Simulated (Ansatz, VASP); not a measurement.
Two plane-wave programs on LiHf2O2

Contents of INCAR:

```
  PREC = Accurate
  ENCUT = 520
  EDIFF = 1E-7
  ISMEAR = 0
  SIGMA = 0.1
  LREAL = F
  LASPH = T
  NELM = 100
  ALGO = Normal
  ISIF = 2
  LWAVE = F
  LCHARG = T
  GGA = PE
  LELF = T
  LVHAR = T
  NBANDS = 26
```

File KPOINTS:

```
Automatic mesh
0
Gamma
  6 6 4
```

File POSCAR:

```
LiHf2O2
1.0
    3.6890274400      0.0000000000      0.0000000000
   -1.8445137200      3.1947914800      0.0000000000
    0.0000000000      0.0000000000      6.1476508200
Li Hf O
1 2 2
Direct
    0.0000000000      0.0000000000      0.0000000000
    0.0000000000      0.0000000000      0.3173946500
    0.0000000000      0.0000000000      0.6826053500
    0.3333333300      0.6666666700      0.5000000000
    0.6666666700      0.3333333300      0.5000000000
```

Input for Ansatz:

```yaml
crystal:
  lattice:
    - [3.68902744, 0.0, 0.0]
    - [-1.84451372, 3.19479148, 0.0]
    - [0.0, 0.0, 6.14765082]
  atoms:
    - { symbol: Li, position: [0.0, 0.0, 0.0] }
    - { symbol: Hf, position: [0.0, 0.0, 0.31739465] }
    - { symbol: Hf, position: [0.0, 0.0, 0.68260535] }
    - { symbol: O, position: [0.33333333, 0.66666667, 0.5] }
    - { symbol: O, position: [0.66666667, 0.33333333, 0.5] }
basis:
  ecutwfc: 420
kpoints:
  mp_grid: { grid: [6, 6, 4] }
hamiltonian:
  xc: pbe
scf:
  occupations: { method: gaussian, width: 0.1 }
  lower_state_search: "off"
output:
  forces: true
  stress: true
  eigenvalues: true
```

Alike in both runs: task single point; functional PBE; k mesh 6 × 6 × 4; occupations gaussian, width 0.1 eV; no spin polarisation.

```csv
,VASP,Ansatz
version,VASP 6.6.1,Ansatz 0.2.0
potentials or method,"VASP PAW PBE potentials, release 64 (Li_sv, Hf_pv, O), cutoff 520 eV","scalar-relativistic, plane waves, PAW"
valence electrons in the cell,35,67
```

|  | VASP | Ansatz | Ansatz less VASP |
| --- | --- | --- | --- |
| gap on the k mesh at the Fermi level (eV) | none | none | - |
| rms of the force components (eV/Å) | 0.445 | 0.284 | -0.1616 |

Atom by atom the forces differ by 0.162 eV/Å (rms over components). A gap of «none» marks a metal or a gap that the smearing closes. The functional is the same, so the differences come from potentials, cutoffs and numerics. VASP's potentials hold 35 valence electrons a cell and Ansatz's 67, so a difference there can come from the potentials and not from the codes.

Spin-orbit coupling is off throughout. Noted on VASP's run: the cutoff is short for stress, so the pressure is rough.
